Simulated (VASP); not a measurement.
A run of VASP 6.6.1 is set up as follows.

POSCAR

```
BaTiO3
1.0
    3.9537487928      0.0000000000      0.0000000000
    0.0000000000      3.9537487928      0.0000000000
    0.0000000000      0.0000000000      3.9537487928
Ba Ti O
1 1 3
Direct
    0.5000000000      0.5000000000      0.5000000000
    0.0000000000      0.0000000000      0.0000000000
    0.5000000000      0.0000000000      0.0000000000
    0.0000000000      0.5000000000      0.0000000000
    0.0000000000      0.0000000000      0.5000000000
```

File INCAR.step1:

```
ALGO = Normal
EDIFF = 1E-4
ENCUT = 520
GGA = PE
ISMEAR = 0
LASPH = T
LCHARG = F
LREAL = F
LWAVE = T
NBANDS = 28
NELM = 80
PREC = Accurate
SIGMA = 0.01
```

INCAR.step2

```
ALGO = Normal
EDIFF = 1E-6
ENCUT = 520
ISIF = 2
ISMEAR = 0
ISTART = 1
LASPH = T
LCHARG = F
LMIXTAU = T
LREAL = F
LWAVE = F
METAGGA = R2SCAN
NBANDS = 28
NELM = 80
PREC = Accurate
SIGMA = 0.01
```

Contents of KPOINTS:

```
k-points
0
Gamma
  6 6 6
```

Potentials or basis: VASP PAW PBE potentials, release 64 (Ba_sv, Ti_sv, O).

The run is started by

```bash
$ cat potpaw_PBE.64/Ba_sv/POTCAR potpaw_PBE.64/Ti_sv/POTCAR potpaw_PBE.64/O/POTCAR > POTCAR
$ cp INCAR.step1 INCAR
$ mpirun -np 1 vasp_std > vasp.out
$ cp INCAR.step2 INCAR
$ mpirun -np 1 vasp_std > vasp.out
```

**Question.** Estimate the band gap on the k mesh.

**Answer.** 2.22 eV, indirect (least direct gap 2.34 eV).

**Question.** Estimate the pressure.

**Answer.** 8.1 GPa.

Caveat: the PAW data sets were made with another functional, which shifts forces and pressure a little; spin-orbit coupling is left out, which moves the levels of the heavy elements. A k mesh can miss the band edges.
